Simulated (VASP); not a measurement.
# Li2S (Fm-3m) in VASP: vibrations by perturbation theory with PBEsol

Aim: the vibrations by perturbation theory of Li2S with PBEsol.

All numbers are computed with VASP 6.6.1; they aren't measurements. Logs are shortened: lines on timing, memory, paths and dates and some standing lists are left out, and cuts for length are marked.

**1. The cell of the first run**

Symmetry: Fm-3m, No. 225, cubic system. The conventional cell has a = 5.755 Å, b = 5.755 Å, c = 5.755 Å, α = 90.00°, β = 90.00°, γ = 90.00°. Within 3.3 Å of Li (site symmetry -43m) lie 4 S at 2.49 Å and 6 Li at 2.88 Å. Within 3.3 Å of S (site symmetry m-3m) lie 8 Li at 2.49 Å.

**2. Vibrations by perturbation theory, PBEsol**

Input file INCAR:

```
ALGO = Normal
EDIFF = 1E-8
ENCUT = 750
GGA = PS
GGA_COMPAT = False
IBRION = 8
ISIF = 2
ISMEAR = 0
LASPH = True
LCHARG = False
LREAL = False
LWAVE = False
NELM = 120
NSW = 1
PREC = Accurate
SIGMA = 0.01
```

Input file KPOINTS:

```
k-points
0
Gamma
  8 8 8
```

Input file POSCAR:

```
Li2S
1.0
    2.8774513014      2.8774513014      0.0000000000
   -2.8774513014      2.8774513014      0.0000000000
    0.0000000000      2.8774513014      2.8774513014
Li S
2 1
Direct
    0.2500000000      0.7500000000      0.5000000000
    0.7500000000      0.2500000000      0.5000000000
    0.0000000000      0.0000000000      0.0000000000
```

Potentials or basis: VASP PAW PBE potentials, release 64 (Li_sv, S).

Started as:

```
> cat potpaw_PBE.64/Li_sv/POTCAR potpaw_PBE.64/S/POTCAR > POTCAR
> mpirun -np 1 vasp_std > vasp.out
```

OUTCAR:

```text
EDIFF = 1E-8
   ENCUT = 750
   GGA = PS
   IBRION = 8
   ISIF = 2
   ISMEAR = 0
   LASPH = True
   LREAL = False
   NELM = 120
   NSW = 1
   PREC = Accurate

 ion  position               nearest neighbor table
   1  0.250  0.750  0.500-   3 2.49   3 2.49   3 2.49   3 2.49
   2  0.750  0.250  0.500-   3 2.49   3 2.49   3 2.49   3 2.49
   3  0.000  0.000  0.000-   2 2.49   1 2.49   2 2.49   1 2.49   1 2.49   2 2.49   1 2.49   2 2.49

  LATTYP: Found a face centered cubic cell.
 ALAT       =     5.7549026028

  Lattice vectors:

 A1 = (   0.0000000000,   2.8774513014,   2.8774513014)
 A2 = (   2.8774513014,   0.0000000000,   2.8774513014)
 A3 = (   2.8774513014,   2.8774513014,   0.0000000000)

Analysis of symmetry for initial positions (statically):
=====================================================================
 Subroutine PRICEL returns:
 Original cell was already a primitive cell.

 Routine SETGRP: Setting up the symmetry group for a
 face centered cubic supercell.

 Subroutine GETGRP returns: Found 48 space group operations
 (whereof 48 operations were pure point group operations)
 out of a pool of 48 trial point group operations.

The static configuration has the point symmetry O_h .

Analysis of symmetry for dynamics (positions and initial velocities):
=====================================================================
 Subroutine PRICEL returns:
 Original cell was already a primitive cell.

 Routine SETGRP: Setting up the symmetry group for a
 face centered cubic supercell.

 Subroutine GETGRP returns: Found 48 space group operations
 (whereof 48 operations were pure point group operations)
 out of a pool of 48 trial point group operations.

The dynamic configuration has the point symmetry O_h .

 Subroutine INISYM returns: Found 48 space group operations
 (whereof 48 operations are pure point group operations),
 and found     1 'primitive' translations
[... 481 lines left out ...]
  volume of cell :       47.65
      direct lattice vectors                 reciprocal lattice vectors
     2.877451301  2.877451301  0.000000000     0.173764887  0.173764887 -0.173764887
    -2.877451301  2.877451301  0.000000000    -0.173764887  0.173764887 -0.173764887
     0.000000000  2.877451301  2.877451301     0.000000000  0.000000000  0.347529774

 POSITION                                       TOTAL-FORCE (eV/Angst)
 -----------------------------------------------------------------------------------
     -1.43873      4.31618      1.43873         0.000000     -0.000000     -0.000000
      1.43873      4.31618      1.43873        -0.000000      0.000000      0.000000
      0.00000      0.00000      0.00000         0.000000      0.000000      0.000000
 -----------------------------------------------------------------------------------
    total drift:                                0.000000      0.000000      0.000000

  FREE ENERGIE OF THE ION-ELECTRON SYSTEM (eV)
  ---------------------------------------------------
  free  energy   TOTEN  =       -12.3620907221 eV

  energy  without entropy=      -12.3620907221  energy(sigma->0) =      -12.36209072

[... ionic steps 2 to 9 ...]

--------------------------------------- Ionic step       10  -------------------------------------------

 Free energy of the ion-electron system (eV)
  ---------------------------------------------------
  ---------------------------------------------------
  free energy    TOTEN  =        -0.10937229 eV

  energy without entropy =       -0.10937229

------------------------ aborting loop because EDIFF is reached ----------------------------------------

 INTERNAL STRAIN TENSOR  FOR ION    3  DIRECTION 1   (eV/Angst):
 -----------------------------------------------------------------------------
     0.00601  0.00000  0.00000
     0.00000 -0.00864 -0.00000
     0.00000 -0.00000 -0.00864

 INTERNAL STRAIN TENSOR FOR ION    3 for displacements in x,y,z  (eV/Angst):
          X           Y           Z          XY          YZ          ZX
  --------------------------------------------------------------------------------
  x     0.00000     0.00000     0.00000     0.00000     0.00000     0.00000
  y     0.00000     0.00000     0.00000     0.00000     0.00000     0.00000
  z     0.00000     0.00000     0.00000     0.00000     0.00000     0.00000

 SECOND DERIVATIVES (NOT SYMMETRIZED)
 ------------------------------------
               1X          1Y          1Z          2X          2Y          2Z          3X          3Y          3Z
  1X    -2.555349    0.000000    0.000000    0.935986    0.000000   -0.000000    1.619363    0.000000   -0.000000
  1Y     0.000000   -2.555349    0.000000   -0.000000    0.935986    0.000000   -0.000000    1.619363    0.000000
  1Z     0.000000    0.000000   -2.555349   -0.000000    0.000000    0.935986    0.000000    0.000000    1.619363
  2X     0.935986    0.000000   -0.000000   -2.555349    0.000000    0.000000    1.619363    0.000000   -0.000000
  2Y    -0.000000    0.935986    0.000000    0.000000   -2.555349    0.000000   -0.000000    1.619363    0.000000
  2Z    -0.000000    0.000000    0.935986    0.000000    0.000000   -2.555349    0.000000    0.000000    1.619363
  3X     1.667587   -0.000000   -0.000000    1.667587    0.000000   -0.000000   -3.335175    0.000000    0.000000
  3Y     0.000000    1.667587    0.000000   -0.000000    1.667587   -0.000000    0.000000   -3.335175    0.000000
  3Z    -0.000000   -0.000000    1.667587    0.000000   -0.000000    1.667587    0.000000    0.000000   -3.335175

 Eigenvectors and eigenvalues of the dynamical matrix
 ----------------------------------------------------

   1 f  =   11.032845 THz    69.321411 2PiTHz  368.016101 cm-1    45.628161 meV
             X         Y         Z           dx          dy          dz
     -1.438726  4.316177  1.438726     0.178658   -0.507525   -0.458803
      1.438726  4.316177  1.438726    -0.178658    0.507525    0.458803
      0.000000  0.000000  0.000000    -0.000000   -0.000000    0.000000
[... 43 lines left out ...]
   9 f/i=    0.061429 THz     0.385971 2PiTHz    2.049058 cm-1     0.254051 meV
             X         Y         Z           dx          dy          dz
     -1.438726  4.316177  1.438726     0.258034   -0.224186   -0.195954
      1.438726  4.316177  1.438726     0.258034   -0.224186   -0.195954
      0.000000  0.000000  0.000000     0.543815   -0.472479   -0.412978

--------------------------------------------------------------------------------------------------------

 ELASTIC MODULI CONTR FROM IONIC RELAXATION (kBar)
 Direction    XX          YY          ZZ          XY          YZ          ZX
 --------------------------------------------------------------------------------
 XX          -0.0000     -0.0000     -0.0000     -0.0000     -0.0000     -0.0000
 YY          -0.0000     -0.0000     -0.0000     -0.0000     -0.0000     -0.0000
 ZZ          -0.0000     -0.0000     -0.0000      0.0000     -0.0000     -0.0000
 XY          -0.0000     -0.0000      0.0000    -22.5299     -0.0000      0.0000
 YZ          -0.0000     -0.0000     -0.0000     -0.0000    -22.5299     -0.0000
 ZX          -0.0000     -0.0000     -0.0000      0.0000     -0.0000    -22.5299
 --------------------------------------------------------------------------------
```

OSZICAR:

```text
N       E                     dE             d eps       ncg     rms          rms(c)
DAV:   1     0.467934757664E+02    0.46793E+02   -0.67477E+03   580   0.148E+03
DAV:   2    -0.622287802288E+01   -0.53016E+02   -0.50891E+02   734   0.230E+02
DAV:   3    -0.123089315338E+02   -0.60861E+01   -0.60689E+01   968   0.619E+01
[... 60 lines left out ...]
RMM:  21    -0.109372294571E+00   -0.72047E-09    0.22318E-07  1893   0.192E-04    0.652E-07
RMM:  22    -0.109372294699E+00   -0.12859E-09    0.26676E-07  1823   0.191E-04    0.490E-07
RMM:  23    -0.109372294889E+00   -0.18948E-09    0.22872E-07  1756   0.191E-04    0.443E-07
RMM:  24    -0.109372294471E+00    0.41812E-09    0.27497E-07  1734   0.191E-04    0.438E-07
RMM:  25    -0.109372294528E+00   -0.57570E-10    0.23325E-07  1666   0.191E-04    0.370E-07
RMM:  26    -0.109372294259E+00    0.26917E-09    0.27871E-07  1614   0.191E-04    0.388E-07
 Linear response finished
```

Wall time 3.3 min (1 thread of Intel Xeon Platinum 8375C at 2.90GHz (Ice Lake), shared host); peak memory 0.34 GiB.

What came out:

```yaml
Highest_phonon_frequency_at_Γ_LO-TO_splitting_left_out: 368 cm⁻¹
```

Phonon frequencies in cm⁻¹ (negative: imaginary):
```csv
q point,frequencies
"(0.000, 0.000, 0.000)",-2 -2 -2 302 302 302 368 368 368
```

Caveat: the cell wasn't relaxed at this level first, which shifts response properties.
